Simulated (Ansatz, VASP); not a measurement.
**AlRu in VASP and in Ansatz**

```
Ru Al
1.0
     0.00000    2.20956    2.20956
     2.20956    0.00000    2.20956
     2.20956    2.20956    0.00000
Ru Al
1 1
Direct
  0.00000 0.00000 0.00000
  0.50000 0.50000 0.50000
```

Change from the starting cell: volume scaled by 0.72, LAPW.

Alike in both runs: task single point; functional PBEsol; k mesh 14 × 14 × 14; occupations fermi-dirac, width 0.05 eV; no spin polarisation.

|  | VASP | Ansatz |
| --- | --- | --- |
| version | VASP 6.6.1 | Ansatz 0.2.0 |
| potentials or method | VASP PAW PBE potentials, release 64 (Ru_pv, Al), cutoff 520 eV | all-electron LAPW, scalar-relativistic |

VASP gave:

| Item | Value |
| --- | --- |
| pressure (GPa) | 103.1 |

Problem. Which values does Ansatz return?

Solution. Pressure (GPa): 101.7.

VASP's potentials were made for PBE, not for PBEsol. Both programs put the cell under a high pressure, so it lies far from rest at this level. Ansatz ran all-electron here, and VASP with PAW potentials.

Noted on VASP's run: the cell as given lies far from equilibrium.
